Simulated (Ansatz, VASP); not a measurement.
**Two plane-wave programs on Lu**

```
CELL_PARAMETERS angstrom
-1.95411 1.95411 1.95411
1.95411 -1.95411 1.95411
1.95411 1.95411 -1.95411
ATOMIC_POSITIONS crystal
Lu 0.00000 0.00000 0.00000
```

Alike in both runs: functional revPBE; dispersion D3(BJ); k mesh 7 × 7 × 7; occupations methfessel-paxton of order 1, width 0.05 eV; no spin polarisation.

|  | VASP | Ansatz |
| --- | --- | --- |
| version | VASP 6.6.1 | Ansatz 0.2.0 |
| potentials or method | VASP PAW PBE potentials, release 64 (Lu) | Ansatz PAW |
| plane-wave cutoff (eV) | 520 | 420 |
| valence electrons in the cell | 25 | 25 |
| task | single point | electron localisation function |

```csv
,VASP,Ansatz,Ansatz less VASP
gap on the k mesh at the Fermi level (eV),none,none,-
pressure (GPa),-2.1,-2.2,-0.08
```

VASP's potentials were made for PBE, not for revPBE. A gap of «none» marks a metal or a gap that the smearing closes.

Neither program's run includes spin-orbit coupling.
